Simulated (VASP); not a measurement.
Here is a VASP 6.6.1 calculation.

INCAR

```
SYSTEM = Ge
PREC = Accurate
ENCUT = 520
EDIFF = 1E-7
ISMEAR = -1
SIGMA = 0.04
LREAL = .FALSE.
LASPH = .TRUE.
NELM = 100
ALGO = Normal
ISIF = 2
LWAVE = .FALSE.
LCHARG = .FALSE.
GGA = PE
NBANDS = 21
```

Contents of KPOINTS:

```
Automatic mesh
0
G
  6 6 6
  0 0 0
```

POSCAR

```
Ge
1.0
    0.0000000000      2.8289100000      2.8289100000
    2.8289100000      0.0000000000      2.8289100000
    2.8289100000      2.8289100000      0.0000000000
Ge
2
Direct
    0.7500000000      0.7500000000      0.7500000000
    0.5000000000      0.5000000000      0.5000000000
```

Potentials or basis: VASP PAW PBE potentials, release 64 (Ge_d).

Launch:

```bash
$ cat potpaw_PBE.64/Ge_d/POTCAR > POTCAR
$ mpirun -np 1 vasp_std > vasp.out
```

Problem. Estimate the pressure.

Solution. 3.6 GPa.
